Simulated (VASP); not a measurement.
## CdPd: single point with LDA

Crystal: CdPd.

```
CELL_PARAMETERS angstrom
3.02760 0.00000 0.00000
0.00000 3.02760 0.00000
0.00000 0.00000 3.63100
ATOMIC_POSITIONS crystal
Cd 0.00000 0.00000 0.00000
Pd 0.50000 0.50000 0.50000
```

```yaml
Program: VASP 6.6.1
Task: single point
Functional: LDA
Potentials_or_basis: VASP PAW LDA potentials, release 64 (Cd, Pd)
Cutoff: 520 eV
k_mesh: 7 × 7 × 6
Occupations: methfessel-paxton, width 0.1 eV
Spin: no spin polarisation
Dipole_correction: no
Further_INCAR_settings: ALGO = Normal; EDIFF = 1e-06; NBANDS = 18
```

The pressure is -5.0 GPa. The band gap on the k mesh is zero (band 11 reaches 9.36 eV, above the bottom of band 12 at 4.60 eV).

Stress tensor (GPa, compression positive):
```
-5.63  0.00  0.00
 0.00 -5.63  0.00
 0.00  0.00 -3.60
```

Levels at points of the mesh, in eV from the Fermi level:
| k point | band 9 | band 10 | band 11 | band 12 | band 13 | band 14 |
| --- | --- | --- | --- | --- | --- | --- |
| (0.00, 0.00, 0.00) | -1.92 | -1.92 | -1.65 | 2.87 | 7.93 | 7.93 |
| (0.00, 0.00, 0.50) | -2.60 | -2.60 | -1.89 | -1.76 | 12.69 | 12.69 |

Wall time 11 s on 1 thread of AMD EPYC 7R13 Processor (Zen 3), on a shared host, peak memory 0.12 GiB.
